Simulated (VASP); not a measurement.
Set up this calculation in VASP 6.6.1, as the native input.

| Quantity | Value |
| --- | --- |
| Task | single point |
| Functional | PBE |
| Potentials or basis | VASP PAW PBE potentials, release 64 (Ti_sv, C) |
| Cutoff | 600 eV |
| k mesh | 3 × 3 × 3 |
| Occupations | fermi-dirac, width 0.15 eV |
| Spin | no spin polarisation |
| Dipole correction | no |
| Further INCAR settings | ALGO = Normal; EDIFF = 1e-06; NBANDS = 15 |

The structure of TiC lies in POSCAR:

```
TiC
1.0
    0.0000000000      2.1593000000      2.1593000000
    2.1593000000      0.0000000000      2.1593000000
    2.1593000000      2.1593000000      0.0000000000
Ti C
1 1
Direct
    0.0000000000      0.0000000000      0.0000000000
    0.5000000000      0.5000000000      0.5000000000
```

One way to write it, as run:

INCAR

```
  ALGO = Normal
  EDIFF = 1E-6
  ENCUT = 600
  GGA = PE
  GGA_COMPAT = False
  ISIF = 2
  ISMEAR = -1
  LASPH = True
  LCHARG = False
  LREAL = False
  LWAVE = False
  NBANDS = 15
  NELM = 120
  PREC = Accurate
  SIGMA = 0.15
```

KPOINTS

```
k-points
0
Gamma
  3 3 3
```

Potentials or basis: VASP PAW PBE potentials, release 64 (Ti_sv, C).

The run is started by

```bash
$ cat potpaw_PBE.64/Ti_sv/POTCAR potpaw_PBE.64/C/POTCAR > POTCAR
$ mpirun -np 1 vasp_std > vasp.out
```

Results of the run:

```yaml
Pressure: 3.5 GPa
Band_gap_on_the_k_mesh: zero (band 8 reaches 10.22 eV, above the bottom of band 9 at 9.16 eV)
```

Caveat: the k points lie up to 0.84 Å⁻¹ apart.

Run time: 7.6 s on 1 thread of AMD EPYC 7R13, with other jobs on the host, peak memory 0.11 GiB.
